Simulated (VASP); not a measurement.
# ReSe (P6_3/mmc) in VASP: further runs

Runs on ReSe. Level: PBEsol. Tasks: single point.

Program: VASP 6.6.1. These are calculated values, not measurements. Logs are shortened: lines on timing, memory, paths and dates and some standing lists are left out, and cuts for length are marked.

### Step 1. The cell of the first run

It takes space group P6_3/mmc (No. 194, hexagonal). Conventional cell: a = 3.986 Å, b = 3.986 Å, c = 5.075 Å, α = 90.00°, β = 90.00°, γ = 120.00°. Within 3.3 Å of Re (site symmetry -3m) lie 2 Re at 2.54 Å and 6 Se at 2.63 Å. Within 3.5 Å of Se (site symmetry -6m2) lie 6 Re at 2.63 Å and 6 Se at 3.43 Å.

### Step 2. Single point, PBEsol, collinear spin (17.46 Å³/atom)

INCAR

```
SYSTEM = ReSe
ALGO = Normal ; EDIFF = 1E-6
ENCUT = 520 ; GGA = PS
ISIF = 2 ; ISMEAR = 0
ISPIN = 2 ; LASPH = .TRUE.
LCHARG = .FALSE. ; LMAXMIX = 4
LORBIT = 11 ; LREAL = .FALSE.
LWAVE = .FALSE. ; MAGMOM = 0.05 0.05 0 0
NBANDS = 25 ; NELM = 150
PREC = Accurate ; SIGMA = 0.05
```

KPOINTS

```
k-points
0
G
  10 10 6
  0 0 0
```

POSCAR

```
ReSe
1.0
    3.9860475288      0.0000000000      0.0000000000
   -1.9930237644      3.4520184206      0.0000000000
    0.0000000000      0.0000000000      5.0750839685
Re Se
2 2
Direct
    0.0000000000      0.0000000000      0.0000000000
    0.0000000000      0.0000000000      0.5000000000
    0.3333333333      0.6666666667      0.2500000000
    0.6666666667      0.3333333333      0.7500000000
```

Potentials or basis: VASP PAW PBE potentials, release 64 (Re, Se).

The run is started by

```sh
> cat potpaw_PBE.64/Re/POTCAR potpaw_PBE.64/Se/POTCAR > POTCAR
> mpirun -np 1 vasp_std > vasp.out
```

OUTCAR:

```text
SYSTEM = ReSe
   EDIFF = 1E-6
   ENCUT = 520
   GGA = PS
   ISIF = 2
   ISMEAR = 0
   ISPIN = 2
   LASPH = .TRUE.
   LORBIT = 11
   LREAL = .FALSE.
   NELM = 150
   PREC = Accurate

 ion  position               nearest neighbor table
   1  0.000  0.000  0.000-   2 2.54   2 2.54   4 2.63   3 2.63   3 2.63   4 2.63   4 2.63   3 2.63

   2  0.000  0.000  0.500-   1 2.54   1 2.54   4 2.63   3 2.63   3 2.63   4 2.63   4 2.63   3 2.63

   3  0.333  0.667  0.250-   1 2.63   2 2.63   1 2.63   2 2.63   1 2.63   2 2.63
   4  0.667  0.333  0.750-   1 2.63   2 2.63   1 2.63   2 2.63   1 2.63   2 2.63

  LATTYP: Found a hexagonal cell.
 ALAT       =     3.9860475288
 C/A-ratio  =     1.2732121059

  Lattice vectors:

 A1 = (   3.9860475288,   0.0000000000,   0.0000000000)
 A2 = (  -1.9930237644,   3.4520184206,   0.0000000000)
 A3 = (   0.0000000000,   0.0000000000,   5.0750839685)

Analysis of symmetry for initial positions (statically):
=====================================================================
 Subroutine PRICEL returns:
 Original cell was already a primitive cell.

 Routine SETGRP: Setting up the symmetry group for a
 hexagonal supercell.

 Subroutine GETGRP returns: Found 24 space group operations
 (whereof 12 operations were pure point group operations)
 out of a pool of 24 trial point group operations.

The static configuration has the point symmetry D_3d.
 The point group associated with its full space group is D_6h.

Analysis of symmetry for dynamics (positions and initial velocities):
=====================================================================
 Subroutine PRICEL returns:
 Original cell was already a primitive cell.

 Routine SETGRP: Setting up the symmetry group for a
 hexagonal supercell.

 Subroutine GETGRP returns: Found 24 space group operations
 (whereof 12 operations were pure point group operations)
 out of a pool of 24 trial point group operations.

The dynamic configuration has the point symmetry D_3d.
 The point group associated with its full space group is D_6h.

Analysis of structural, dynamic, and magnetic symmetry:
=====================================================================
 Subroutine PRICEL returns:
 Original cell was already a primitive cell.

 Routine SETGRP: Setting up the symmetry group for a
 hexagonal supercell.

 Subroutine GETGRP returns: Found 24 space group operations
 (whereof 12 operations were pure point group operations)
 out of a pool of 24 trial point group operations.

The overall configuration has the point symmetry D_3d.
 The point group associated with its full space group is D_6h.

 Subroutine INISYM returns: Found 24 space group operations
 (whereof 12 operations are pure point group operations),
 and found     1 'primitive' translations

----------------------------------------------------------------------------------------

                                     Primitive cell

  volume of cell :      69.8327

  direct lattice vectors                    reciprocal lattice vectors
     3.986047529  0.000000000  0.000000000     0.250875082  0.144842796  0.000000000
    -1.993023764  3.452018421  0.000000000     0.000000000  0.289685592  0.000000000
     0.000000000  0.000000000  5.075083969     0.000000000  0.000000000  0.197041075

  length of vectors
     3.986047529  3.986047529  5.075083969     0.289685592  0.289685592  0.197041075

  position of ions in fractional coordinates (direct lattice)
     0.000000000  0.000000000  0.000000000
     0.000000000  0.000000000  0.500000000
     0.333333333  0.666666667  0.250000000
     0.666666667  0.333333333  0.750000000

  ion indices of the primitive-cell ions
   primitive index   ion index
                 1           1
                 2           2
                 3           3
                 4           4

----------------------------------------------------------------------------------------

 KPOINTS: k-points

Automatic generation of k-mesh.
 Grid dimensions read from file:
 generate k-points for:   10   10    6

 Generating k-lattice:

  Cartesian coordinates                     Fractional coordinates (reciprocal lattice)
     0.025087508  0.014484280  0.000000000     0.100000000 -0.000000000  0.000000000
     0.000000000  0.028968559  0.000000000     0.000000000  0.100000000  0.000000000
     0.000000000  0.000000000  0.032840179     0.000000000  0.000000000  0.166666667

  Length of vectors
     0.028968559  0.028968559  0.032840179

  Shift w.r.t. Gamma in fractional coordinates (k-lattice)
     0.000000000  0.000000000  0.000000000

 Subroutine IBZKPT returns following result:
 ===========================================

 Found     56 irreducible k-points:

 Following reciprocal coordinates:
            Coordinates               Weight
  0.000000  0.000000  0.000000      1.000000
  0.100000 -0.000000  0.000000      6.000000
  0.200000 -0.000000  0.000000      6.000000
  0.300000 -0.000000  0.000000      6.000000
  0.400000 -0.000000  0.000000      6.000000
  0.500000 -0.000000  0.000000      3.000000
[... 16 lines left out ...]
  0.300000  0.100000  0.166667     24.000000
  0.400000  0.100000  0.166667     24.000000
 [... further k-points ...]
   k-points           NKPTS =     56   k-points in BZ     NKDIM =     56   number of bands    NBANDS=     25
   number of dos      NEDOS =    301   number of ions     NIONS =      4
   total plane-waves  NPLWV =  36000
   dimension x,y,z NGX =    30 NGY =   30 NGZ =   40
   dimension x,y,z NGXF=    60 NGYF=   60 NGZF=   80
   ions per type =               2   2
   NGX,Y,Z   is equivalent  to a cutoff of  12.51, 12.51, 13.10 a.u.
   NGXF,Y,Z  is equivalent  to a cutoff of  25.02, 25.02, 26.21 a.u.
 SYSTEM =  ReSe
   PREC   = accura    normal or accurate (medium, high low for compatibility)
   ISTART =      0    job   : 0-new  1-cont  2-samecut
   ICHARG =      2    charge: 1-file 2-atom 10-const
   ISPIN  =      2    spin polarized calculation?
   LNONCOLLINEAR =      F non collinear calculations
   LSORBIT =      F    spin-orbit coupling
   LASPH  =      T    aspherical Exc in radial PAW
   ENCUT  =  520.0 eV  38.22 Ry    6.18 a.u.   7.41  7.41  9.44*2*pi/ulx,y,z
   NELM   =    150;   NELMIN=  2; NELMDL= -5     # of ELM steps
   EDIFF  = 0.1E-05   stopping-criterion for ELM
   LREAL  =      F    real-space projection
   EDIFFG = 0.1E-04   stopping-criterion for IOM
   NSW    =      0    number of steps for IOM
   IBRION =     -1    ionic relax: 0-MD 1-quasi-New 2-CG
   NFREE  =      0    steps in history (QN), initial steepest desc. (CG)
   ISIF   =      2    stress and relaxation
   ISYM   =      2    0-nonsym 1-usesym 2-fastsym
   POTIM  = 0.5000    time-step for ionic-motion
   TEBEG  =    0.0;   TEEND  =   0.0 temperature during run
   PSTRESS=    0.0 pullay stress
   NELECT =      26.0000    total number of electrons
   NUPDOWN=      -1.0000    fix difference up-down
   EMIN   =  10.00;   EMAX   =-10.00  energy-range for DOS
   EFERMI =   0.00;   METHOD = LEGACY
   ISMEAR =     0;   SIGMA  =   0.05  broadening in eV -4-tet -1-fermi 0-gaus
   EFERMI_NEDOS =   21; number of points for ismear=-14 and -15
   IALGO  =     38    algorithm
   IMIX   =      4    mixing-type and parameters
     AMIX     =   0.40;   BMIX     =  1.00
     AMIX_MAG =   1.60;   BMIX_MAG =  1.00
  volume/ion in A,a.u.               =      17.46       117.81
  Fermi-wavevector in a.u.,A,eV,Ry     =   1.177732  2.225590 18.871986  1.387052
  Thomas-Fermi vector in A             =   2.314073
   LORBIT       =     11    0 simple, 1 ext, 2 COOP (PROOUT), +10 PAW based schemes
   GGA     = PS    functional components
   LHFCALC =     F    Hartree Fock is set to
   AEXX    =    0.0000 exact exchange contribution
   IVDW    =     0    specifies the selected vdW correction
   LEPSILON=     F    determine dielectric tensor
   LRPA    =     F    only Hartree local field effects (RPA)
 spin polarized calculation
 Gauss-broadening in eV      SIGMA  =   0.05
  energy-cutoff  :      520.00
  volume of cell :       69.83
 maximum number of plane-waves:      1904
 NGX is ok and might be reduce to    30
   NGX = 15   NGY = 15   NGZ = 19

 number of electron      25.9999998 magnetization       0.0001435

 number of electron      25.9999998 magnetization      -0.0000386

 Free energy of the ion-electron system (eV)
  ---------------------------------------------------
  ext. energy  EPLUGINS =         0.00000000
  ---------------------------------------------------
  free energy    TOTEN  =       -32.18139343 eV

  energy without entropy =      -32.17845641  energy(sigma->0) =      -32.17992492

 E-fermi :   7.3168     XC(G=0): -11.9179

 val. band max:        7.3111320268   @ k =   0.4000   0.2000   0.1667
 cond. band min:       7.3338735220   @ k =   0.3000   0.1000   0.3333
 fundamental gap:      0.0227414952
 Fermi energy:         7.3167658026

 spin component 1

 k-point     1 :       0.0000    0.0000    0.0000
  band No.  band energies     occupation
      1      -9.1210      1.00000
      2      -6.5650      1.00000
      3      -0.5641      1.00000
      4       0.2821      1.00000
      5       0.2821      1.00000
      6       1.7410      1.00000
[... 661 lines left out ...]
     24      16.9258      0.00000
     25      17.4836      0.00000

 [... further k-points ...]

 spin component 2

 k-point     1 :       0.0000    0.0000    0.0000
  band No.  band energies     occupation
      1      -9.1210      1.00000
      2      -6.5650      1.00000
      3      -0.5641      1.00000
      4       0.2821      1.00000
      5       0.2821      1.00000
      6       1.7410      1.00000
[... 661 lines left out ...]
     24      16.9258      0.00000
     25      17.4898      0.00000

 [... further k-points ...]

------------------------ aborting loop because EDIFF is reached ----------------------------------------

  FORCE on cell =-STRESS in cart. coord.  units (eV):
  Direction    XX          YY          ZZ          XY          YZ          ZX
  --------------------------------------------------------------------------------------
  -------------------------------------------------------------------------------------
  Total       -1.1632066     -1.1632066     -1.3658313      0.0000000      0.0000000      0.0000000
  in kB      -26.6875453    -26.6875453    -31.3363802      0.0000000      0.0000000      0.0000000
  external PRESSURE =     -28.2371569 kB  Pullay stress =       0.0000000 kB

 VOLUME and BASIS-vectors are now :
 -----------------------------------------------------------------------------
  energy-cutoff  :      520.00
  volume of cell :       69.83
      direct lattice vectors                 reciprocal lattice vectors
     3.986047529  0.000000000  0.000000000     0.250875082  0.144842796  0.000000000
    -1.993023764  3.452018421  0.000000000     0.000000000  0.289685592  0.000000000
     0.000000000  0.000000000  5.075083969     0.000000000  0.000000000  0.197041075

 POSITION                                       TOTAL-FORCE (eV/Angst)
 -----------------------------------------------------------------------------------
      0.00000      0.00000      0.00000         0.000000      0.000000     -0.000000
      0.00000      0.00000      2.53754         0.000000      0.000000     -0.000000
     -0.00000      2.30135      1.26877        -0.000000      0.000000      0.000000
      1.99302      1.15067      3.80631         0.000000     -0.000000      0.000000
 -----------------------------------------------------------------------------------
    total drift:                               -0.000000      0.000000     -0.000000

  FREE ENERGIE OF THE ION-ELECTRON SYSTEM (eV)
  ---------------------------------------------------
  free  energy   TOTEN  =       -32.1813934301 eV

  energy  without entropy=      -32.1784564098  energy(sigma->0) =      -32.17992492

 total charge

# of ion       s       p       d       tot
------------------------------------------
    1        0.533   0.469   5.054   6.056
    2        0.533   0.469   5.054   6.056
    3        1.430   2.279   0.135   3.844
    4        1.430   2.279   0.135   3.844
--------------------------------------------------
tot          3.926   5.497  10.378  19.800

 magnetization (x)

# of ion       s       p       d       tot
------------------------------------------
    1        0.000   0.000  -0.000  -0.000
    2        0.000   0.000  -0.000  -0.000
    3       -0.000  -0.000  -0.000  -0.000
    4       -0.000  -0.000  -0.000  -0.000
--------------------------------------------------
tot          0.000  -0.000  -0.000  -0.000
```

Wall time 5.7 min (1 thread of Intel Xeon 8259CL, shared host); peak memory 0.31 GiB.

What came out:

- Free energy: -32.1814 eV
- Pressure: -2.8 GPa
- Band gap on the k mesh: zero (filled and empty bands overlap)
- Net moment: 0.00 μB per cell
- Valence electrons inside the program's atomic spheres: Re 6.06; Se 3.84

Caveat: the PAW data sets were made with another functional, which shifts forces and pressure a little; spin-orbit coupling is left out, which moves the levels of the heavy elements.

### Step 3. Single point, PBEsol, collinear spin (17.80 Å³/atom)

This run uses another cell than the first one, of 17.80 Å³/atom.

INCAR

```
ALGO = Normal ; EDIFF = 1E-6
ENCUT = 520 ; GGA = PS
ISIF = 2 ; ISMEAR = 0
ISPIN = 2 ; LASPH = True
LCHARG = True ; LELF = True
LMAXMIX = 4 ; LORBIT = 11
LREAL = False ; LVHAR = True
LWAVE = False ; MAGMOM = 0.05 0.05 0 0
NBANDS = 25 ; NELM = 150
PREC = Accurate ; SIGMA = 0.05
```

KPOINTS

```
k-points
0
Gamma
  10 10 6
```

POSCAR

```
ReSe
1.0
    4.0192966762      0.0000000000      0.0000000000
   -2.0096483381      3.4808130269      0.0000000000
    0.0000000000      0.0000000000      5.0893370940
Re Se
2 2
Direct
    0.0000000000      0.0000000000      0.0000000000
    0.0000000000      0.0000000000      0.5000000000
    0.3333333333      0.6666666667      0.2500000000
    0.6666666667      0.3333333333      0.7500000000
```

Potentials or basis: VASP PAW PBE potentials, release 64 (Re, Se).

The run is started by

```sh
> cat potpaw_PBE.64/Re/POTCAR potpaw_PBE.64/Se/POTCAR > POTCAR
> mpirun -np 1 vasp_std > vasp.out
```

OUTCAR:

```text
EDIFF = 1E-6
   ENCUT = 520
   GGA = PS
   ISIF = 2
   ISMEAR = 0
   ISPIN = 2
   LASPH = True
   LORBIT = 11
   LREAL = False
   NELM = 150
   PREC = Accurate

 ion  position               nearest neighbor table
   1  0.000  0.000  0.000-   2 2.54   2 2.54   4 2.65   3 2.65   3 2.65   4 2.65   4 2.65   3 2.65

   2  0.000  0.000  0.500-   1 2.54   1 2.54   4 2.65   3 2.65   3 2.65   4 2.65   4 2.65   3 2.65

   3  0.333  0.667  0.250-   1 2.65   2 2.65   1 2.65   2 2.65   1 2.65   2 2.65
   4  0.667  0.333  0.750-   1 2.65   2 2.65   1 2.65   2 2.65   1 2.65   2 2.65

  LATTYP: Found a hexagonal cell.
 ALAT       =     4.0192966762
 C/A-ratio  =     1.2662257863

  Lattice vectors:

 A1 = (   4.0192966762,   0.0000000000,   0.0000000000)
 A2 = (  -2.0096483381,   3.4808130269,   0.0000000000)
[... 1555 lines left out ...]
     25      17.1528      0.00000

 [... further k-points ...]

------------------------ aborting loop because EDIFF is reached ----------------------------------------

  FORCE on cell =-STRESS in cart. coord.  units (eV):
  Direction    XX          YY          ZZ          XY          YZ          ZX
  --------------------------------------------------------------------------------------
  -------------------------------------------------------------------------------------
  Total       -2.5895026     -2.5895026     -2.7888200      0.0000000     -0.0000000      0.0000000
  in kB      -58.2686490    -58.2686490    -62.7536633      0.0000000     -0.0000000      0.0000000
  external PRESSURE =     -59.7636538 kB  Pullay stress =       0.0000000 kB

 VOLUME and BASIS-vectors are now :
 -----------------------------------------------------------------------------
  energy-cutoff  :      520.00
  volume of cell :       71.20
      direct lattice vectors                 reciprocal lattice vectors
     4.019296676  0.000000000  0.000000000     0.248799748  0.143644601  0.000000000
    -2.009648338  3.480813027  0.000000000     0.000000000  0.287289203  0.000000000
     0.000000000  0.000000000  5.089337094     0.000000000  0.000000000  0.196489244

 POSITION                                       TOTAL-FORCE (eV/Angst)
 -----------------------------------------------------------------------------------
      0.00000      0.00000      0.00000         0.000000      0.000000     -0.000000
      0.00000      0.00000      2.54467         0.000000      0.000000     -0.000000
     -0.00000      2.32054      1.27233        -0.000000      0.000000     -0.000000
      2.00965      1.16027      3.81700         0.000000     -0.000000      0.000000
 -----------------------------------------------------------------------------------
    total drift:                               -0.000000      0.000000     -0.000000

  FREE ENERGIE OF THE ION-ELECTRON SYSTEM (eV)
  ---------------------------------------------------
  free  energy   TOTEN  =       -32.1446117741 eV

  energy  without entropy=      -32.1414802998  energy(sigma->0) =      -32.14304604

 total charge

# of ion       s       p       d       tot
------------------------------------------
    1        0.527   0.454   5.024   6.005
    2        0.527   0.454   5.024   6.005
    3        1.433   2.264   0.128   3.824
    4        1.433   2.264   0.128   3.824
--------------------------------------------------
tot          3.919   5.436  10.303  19.659

 magnetization (x)

# of ion       s       p       d       tot
------------------------------------------
    1        0.000   0.000  -0.000  -0.000
    2        0.000   0.000  -0.000  -0.000
    3       -0.000  -0.000  -0.000  -0.000
    4       -0.000  -0.000  -0.000  -0.000
--------------------------------------------------
tot          0.000  -0.000  -0.000  -0.000
```

stdout:

```text
POSCAR found type information on POSCAR ReSe
 POSCAR found :  2 types and       4 ions
 scaLAPACK will be used
 -----------------------------------------------------------------------------
|                                                                             |
|                                                                             |
|     You enforced a specific xc type in the INCAR file but a different       |
|     I HOPE YOU KNOW WHAT YOU ARE DOING!                                     |
|                                                                             |
 -----------------------------------------------------------------------------

 LDA part: xc-table for (Slater+PW92), standard interpolation
 POSCAR, INCAR and KPOINTS ok, starting setup
 FFT: planning ... GRIDC
 FFT: planning ... GRID_SOFT
 FFT: planning ... GRID
 WAVECAR not read
 entering main loop
```

Wall time 5.7 min (1 thread of Intel Xeon 8259CL, shared host); peak memory 0.31 GiB.

What came out:

| Property | Result |
| --- | --- |
| Free energy | -32.1446 eV |
| Pressure | -6.0 GPa |
| Band gap on the k mesh | zero (filled and empty bands overlap) |
| Net moment | 0.00 μB per cell |
| Valence electrons inside the program's atomic spheres | Re 6.00; Se 3.82 |

Stress tensor (GPa, compression positive):
```
-5.83  0.00  0.00
 0.00 -5.83  0.00
 0.00  0.00 -6.28
```

Caveat: the cell stands under tension; the PAW data sets were made with another functional, which shifts forces and pressure a little; spin-orbit coupling is left out, which moves the levels of the heavy elements.
